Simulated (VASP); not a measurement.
A run of VASP 6.6.1:

File INCAR:

```
SYSTEM = Al
PREC     = Accurate       ! precision mode
ENCUT    = 520            ! plane-wave cutoff, eV
EDIFF    = 1E-7           ! SCF threshold, eV
ISMEAR   = -1             ! smearing method
SIGMA    = 0.13605693000000002 ! smearing width, eV
LREAL    = .False.        ! projectors in reciprocal space
LASPH    = .True.         ! aspherical terms in the spheres
NELM     = 80             ! most SCF steps
ALGO     = Normal         ! electronic algorithm
ISIF     = 2              ! what is computed and relaxed
LWAVE    = .False.        ! write WAVECAR
LCHARG   = .False.        ! write CHGCAR
GGA      = CA             ! functional
NBANDS   = 8              ! bands
```

KPOINTS

```
Automatic mesh
0
Gamma
  14 14 14
  0 0 0
```

POSCAR

```
Al
1.0
   -1.5947090857      1.5947090857      1.5947090857
    1.5947090857     -1.5947090857      1.5947090857
    1.5947090857      1.5947090857     -1.5947090857
Al
1
Direct
    0.0000000000      0.0000000000      0.0000000000
```

Potentials or basis: VASP PAW LDA potentials, release 64 (Al).

The run is started by

```bash
$ cat potpaw_LDA.64/Al/POTCAR > POTCAR
$ mpirun -np 1 vasp_std > vasp.out
```

Hardware: 1 thread of Intel(R) Xeon(R) Platinum 8488C (Sapphire Rapids), on a shared host.

Task: Estimate the wall time of this run.

Result: Wall time 4.3 s on 1 thread of Intel(R) Xeon(R) Platinum 8488C (Sapphire Rapids) (shared host), peak memory 0.12 GiB. Counts: scf iterations 9, k points 104.
